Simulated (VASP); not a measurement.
Write the native input for VASP 6.6.1 that does the following.

| Item | Value |
| --- | --- |
| Task | single point |
| Functional | BLYP |
| Potentials or basis | VASP PAW PBE potentials, release 64 (Cu, O) |
| Cutoff | 520 eV |
| k mesh | 11 × 11 × 10 |
| Occupations | fermi-dirac, width 0.05 eV |
| Spin | no spin polarisation |
| Dipole correction | no |
| Further INCAR settings | ALGO = Normal; EDIFF = 1e-06; NBANDS = 16 |

The structure of CuO lies in POSCAR:

```
CuO
1.0
    2.8363251100      0.0000000000      0.0000000000
   -1.4181625500      2.4563296000      0.0000000000
    0.0000000000      0.0000000000      2.7681127800
Cu O
1 1
Direct
    0.0000000000      0.0000000000      0.0000000000
    0.6666666667      0.3333333333      0.5000000000
```

The input as run:

INCAR

```
SYSTEM = CuO
  PREC = Accurate
  ENCUT = 520
  EDIFF = 1E-6
  ISMEAR = -1
  SIGMA = 0.05
  LREAL = .False.
  LASPH = .True.
  NELM = 100
  ALGO = Normal
  ISIF = 2
  LWAVE = .False.
  LCHARG = .False.
  GGA = B5
  ALDAX = 1.0
  AGGAX = 1.0
  AGGAC = 1.0
  ALDAC = 0.0
  NBANDS = 16
```

KPOINTS

```
Automatic mesh
0
Gamma
  11 11 10
  0 0 0
```

Potentials or basis: VASP PAW PBE potentials, release 64 (Cu, O).

Run with:

```sh
$ cat potpaw_PBE.64/Cu/POTCAR potpaw_PBE.64/O/POTCAR > POTCAR
$ mpirun -np 1 vasp_std > vasp.out
```

It gave:

```
Pressure               : 7.4 GPa
Band gap on the k mesh : zero (an odd number of electrons rules out a gap without spin polarisation)
```

Caveat: the stress differs along the axes, from 0 to 11 GPa; the PAW data sets were made with another functional, which shifts forces and pressure a little; an odd number of electrons without spin polarisation forces a metal; a magnetic or distorted state may lie lower; semilocal functionals often make such compounds metallic where correlation or magnetic order opens a gap, which also shifts bond lengths.

Run time: 43 s on 1 thread of Intel Xeon 8259CL, on a shared host, peak memory 0.15 GiB.
